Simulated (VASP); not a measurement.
A run of VASP 6.6.1:

INCAR

```
PREC = Accurate
ENCUT = 520
EDIFF = 1E-6
ISMEAR = 0
SIGMA = 0.1
LREAL = Auto
LASPH = True
NELM = 80
ALGO = Normal
ISIF = 2
LWAVE = False
LCHARG = False
GGA = PE
ISYM = 0
NBANDS = 111
```

File KPOINTS:

```
Automatic mesh
0
Gamma
  3 3 2
```

File POSCAR:

```
Al3Tl2In2Ga5N12
1.0
   -4.6972131250     -4.7279041251      0.0035087683
   -0.0031256387      4.7275183093      4.6964353254
   -4.6859621873      4.7202196512     -4.6859492460
N Al Ga In Tl
12 3 5 2 2
Direct
    0.3602723838      0.1888905309      0.9144287958
    0.8228833645      0.1772861585      0.9263883274
    0.6579167561      0.3588271199      0.5638057253
    0.1932074629      0.3335737324      0.5652712344
    0.5076820822      0.4951879178      0.2394022011
    0.9786857632      0.4705283119      0.2480478549
    0.3375915459      0.6637766192      0.9473071650
    0.8103343244      0.6399169511      0.9065243213
    0.6740358537      0.8062784560      0.5691639657
    0.1509105588      0.8412802526      0.6194013274
    0.5309584558      0.0221277334      0.2516887333
    0.9875129427      0.0128874154      0.2536407107
    0.6657284022      0.3374292207      0.3285315422
    0.5035192040      0.4990937271      0.0035163368
    0.8263021661      0.6600300447      0.6676971528
    0.5038407527      0.0071314837      0.0076525418
    0.3437913341      0.1772275684      0.6676719761
    0.1734054452      0.3359845553      0.3242906007
    0.9929987312      0.4976260065      0.0047459943
    0.6660318202      0.8275677751      0.3276334812
    0.0013556556      0.9966082440      0.9918559050
    0.3382635009      0.6661220151      0.6803473375
    0.8325272162      0.1693945156      0.6530766256
    0.1672534882      0.8323900598      0.3443217385
```

Potentials or basis: VASP PAW PBE potentials, release 64 (N, Al, Ga_d, In_d, Tl_d).

Launch:

```console
$ cat potpaw_PBE.64/N/POTCAR potpaw_PBE.64/Al/POTCAR potpaw_PBE.64/Ga_d/POTCAR potpaw_PBE.64/In_d/POTCAR potpaw_PBE.64/Tl_d/POTCAR > POTCAR
$ mpirun -np 1 vasp_std > vasp.out
```

Hardware: 1 thread of Intel(R) Xeon(R) Platinum 8559C (Emerald Rapids), on a shared host.

Task: Estimate the wall time of this run.

Result: It took 10 min on 1 thread of Intel(R) Xeon(R) Platinum 8559C (Emerald Rapids) (shared host), peak memory 0.55 GiB. Counts: scf iterations 17, k points 10.
